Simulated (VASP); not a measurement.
Here is a VASP 6.6.1 calculation.

The input INCAR:

```
ALGO = Normal
EDIFF = 1E-6
ENCUT = 520
GGA = PE
ISIF = 2
ISMEAR = 0
LASPH = T
LCHARG = T
LELF = T
LREAL = F
LVHAR = T
LWAVE = F
NBANDS = 16
NELM = 80
PREC = Accurate
SIGMA = 0.1
```

File KPOINTS:

```
k-points
0
Gamma
  14 14 14
```

POSCAR

```
AgS
1.0
    0.0000000000      2.8479481078      2.8479481078
    2.8479481078      0.0000000000      2.8479481078
    2.8479481078      2.8479481078      0.0000000000
Ag S
1 1
Direct
    0.0000000000      0.0000000000      0.0000000000
    0.2500000000      0.2500000000      0.2500000000
```

Potentials or basis: VASP PAW PBE potentials, release 64 (Ag, S).

Run with:

```console
$ cat potpaw_PBE.64/Ag/POTCAR potpaw_PBE.64/S/POTCAR > POTCAR
$ mpirun -np 1 vasp_std > vasp.out
```

Q: Estimate the band gap on the k mesh.

A: Zero (an odd number of electrons rules out a gap without spin polarisation).

Q: Estimate the pressure.

A: -0.1 GPa.
